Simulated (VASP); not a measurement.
Input of a VASP 6.6.1 run:

The input INCAR:

```
ALGO = Normal ; EDIFF = 1E-6
EDIFFG = -0.005 ; ENCUT = 600
GGA = RP ; IBRION = 2
ISIF = 3 ; ISMEAR = -1
IVDW = 13 ; LASPH = True
LCHARG = False ; LREAL = False
LWAVE = False ; NELM = 80
NSW = 80 ; PREC = Accurate
SIGMA = 0.05
```

File KPOINTS:

```
k-points
0
Gamma
  8 8 8
```

File POSCAR:

```
SnSe
1.0
    0.0000000000      3.0100000000      3.0100000000
    3.0100000000      0.0000000000      3.0100000000
    3.0100000000      3.0100000000      0.0000000000
Sn Se
1 1
Direct
    0.0000000000      0.0000000000      0.0000000000
    0.5000000000      0.5000000000      0.5000000000
```

Potentials or basis: VASP PAW PBE potentials, release 64 (Sn_d, Se).

The run is started by

```sh
$ cat potpaw_PBE.64/Sn_d/POTCAR potpaw_PBE.64/Se/POTCAR > POTCAR
$ mpirun -np 1 vasp_std > vasp.out
```

What does it give for the band gap on the k mesh?

0.70 eV, indirect (the least direct gap lies 4.8 meV higher).

What does it give for the dispersion energy per atom?

-0.757 eV.

Estimate the space group after relaxing (to 0.05 Å).

Fm-3m (No. 225).

Final structure:
```cif
data_structure
_symmetry_space_group_name_H-M 'P 1'
_symmetry_Int_Tables_number 1
_cell_length_a 4.2060
_cell_length_b 4.2060
_cell_length_c 4.2060
_cell_angle_alpha 60.000
_cell_angle_beta 60.000
_cell_angle_gamma 60.000
_cell_volume 52.61
loop_
_atom_site_label
_atom_site_type_symbol
_atom_site_fract_x
_atom_site_fract_y
_atom_site_fract_z
_atom_site_occupancy
Sn1 Sn 0.00000 0.00000 0.00000 1
Se1 Se 0.50000 0.50000 0.50000 1
```

Caveat: spin-orbit coupling is left out, which moves the levels of the heavy elements. A k mesh can miss the band edges.
